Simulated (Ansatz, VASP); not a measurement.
**One calculation of C, two programs**

File INCAR:

```
ALGO     = Normal         # electronic algorithm
EDIFF    = 1E-6           # SCF threshold, eV
EDIFFG   = -0.005         # ionic threshold
ENCUT    = 600            # plane-wave cutoff, eV
GGA      = PE             # functional
IBRION   = 2              # ionic algorithm
ISIF     = 3              # what is computed and relaxed
ISMEAR   = -1             # smearing method
LASPH    = T              # aspherical terms in the spheres
LCHARG   = F              # write CHGCAR
LREAL    = F              # projectors in reciprocal space
LWAVE    = F              # write WAVECAR
NELM     = 80             # most SCF steps
NSW      = 100            # ionic steps
PREC     = Accurate       # precision mode
SIGMA    = 0.03           # smearing width, eV
```

File KPOINTS:

```
k-points
0
Gamma
  16 16 16
```

Contents of POSCAR:

```
C
1.0
   -1.4062500000      1.4062500000      1.4062500000
    1.4062500000     -1.4062500000      1.4062500000
    1.4062500000      1.4062500000     -1.4062500000
C
1
Direct
    0.0000000000      0.0000000000      0.0000000000
```

Input for Ansatz:

```yaml
crystal:
  lattice:
    - [-1.40625, 1.40625, 1.40625]
    - [1.40625, -1.40625, 1.40625]
    - [1.40625, 1.40625, -1.40625]
  atoms:
    - { symbol: C, position: [0.0, 0.0, 0.0] }
kpoints:
  mp_grid: { grid: [16, 16, 16] }
scf:
  occupations: { method: fermi_dirac, width: 0.03 }
hamiltonian:
  xc: pbe
  pseudopotentials: { kind: paw }
output:
  forces: true
  stress: true
relax:
  f_tol: 0.005
  max_steps: 80
  cell: {}
```

Alike in both runs: task relaxation of cell and atoms; functional PBE; k mesh 16 × 16 × 16; occupations fermi-dirac, width 0.03 eV; no spin polarisation.

```csv
,VASP,Ansatz
version,VASP 6.6.1,Ansatz 0.2.0
potentials or method,"VASP PAW PBE potentials, release 64 (C)","PAW with Ansatz's default frozen-core files, scalar-relativistic"
plane-wave cutoff (eV),600,420
valence electrons in the cell,4,4
```

|  | VASP | Ansatz | Ansatz less VASP |
| --- | --- | --- | --- |
| relaxed volume (Å³/atom) | 6.64 | 6.64 | -0.001 |
| relaxed cell length with the largest relative difference (Å) | 2.051 | 2.051 | -0.0001 |

Noted on VASP's run: the volume moved by over 15 % at a fixed basis, so the end points are rough.
